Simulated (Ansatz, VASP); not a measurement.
**One calculation of Ti, two programs**

Contents of INCAR:

```
SYSTEM = Ti
  ALGO = Normal
  EDIFF = 1E-6
  ENCUT = 520
  GGA = CA
  ISIF = 2
  ISMEAR = -1
  LASPH = .TRUE.
  LCHARG = .FALSE.
  LREAL = .FALSE.
  LWAVE = .FALSE.
  NBANDS = 12
  NELM = 80
  PREC = Accurate
  SIGMA = 0.05
```

KPOINTS

```
k-points
0
G
  15 15 15
  0 0 0
```

POSCAR

```
Ti
1.0
    2.0893357195      0.0000000000      0.0000000000
    0.0000000000      2.0893357195      0.0000000000
    0.0000000000      0.0000000000      2.0893357195
Ti
1
Direct
    0.0000000000      0.0000000000      0.0000000000
```

Input for Ansatz:

```yaml
crystal:
  lattice:
    - [2.0893357195, 0.0, 0.0]
    - [0.0, 2.0893357195, 0.0]
    - [0.0, 0.0, 2.0893357195]
  atoms:
    - { symbol: Ti, position: [0.0, 0.0, 0.0] }
kpoints:
  mp_grid: { grid: [15, 15, 15] }
scf:
  occupations: { method: fermi_dirac, width: 0.05 }
hamiltonian:
  xc: lda
  pseudopotentials: { kind: paw }
output:
  forces: true
  stress: true
  eigenvalues: true
  populations: true
  write_density: true
  write_potential: true
  elf: true
  volumetric_format: npy
```

Change from the starting cell: volume scaled by 0.55, PAW files.

Alike in both runs: task single point; functional LDA; k mesh 15 × 15 × 15; occupations fermi-dirac, width 0.05 eV; no spin polarisation.

|  | VASP | Ansatz |
| --- | --- | --- |
| version | VASP 6.6.1 | Ansatz 0.2.0 |
| potentials or method | VASP PAW LDA potentials, release 64 (Ti_sv) | PAW with Ansatz's default frozen-core files, scalar-relativistic |
| plane-wave cutoff (eV) | 520 | 420 |
| valence electrons in the cell | 12 | 12 |

VASP gave:

- pressure (GPa): 167.4

Task: Which values does Ansatz return?

Result: Pressure (GPa): 161.7.

LDA's correlation is that of Perdew and Zunger in VASP and of Perdew and Wang (1992) in Ansatz. Both programs put the cell under a high pressure, so it lies far from rest at this level.

Noted on VASP's run: the cell as given lies far from equilibrium.
